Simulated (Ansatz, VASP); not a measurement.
**AgCl in VASP and in Ansatz**

```
CELL_PARAMETERS angstrom
-0.02773 2.75928 2.75928
2.75928 -0.02773 2.75928
2.75928 2.75928 -0.02773
ATOMIC_POSITIONS crystal
Ag 0.50000 0.50000 0.50000
Cl 0.00000 0.00000 0.00000
```

Change from the starting cell: equal xy, yz and zx shear strains of -1 %.

Alike in both runs: task single point; functional LDA; k mesh 8 × 8 × 8; occupations fermi-dirac, width 0.02 eV; no spin polarisation.

|  | VASP | Ansatz |
| --- | --- | --- |
| version | VASP 6.6.1 | Ansatz 0.2.0 |
| potentials or method | VASP PAW LDA potentials, release 64 (Ag, Cl), cutoff 520 eV | all-electron LAPW, scalar-relativistic |

```tsv
	VASP	Ansatz	Ansatz less VASP
pressure (GPa)	-5.6	-5.6	+0.01
traceless stress, the component that is largest in VASP (GPa)	0.08	0.08	0.000
```

LDA's correlation is that of Perdew and Zunger in VASP and of Perdew and Wang (1992) in Ansatz. Ansatz ran all-electron here, and VASP with PAW potentials.
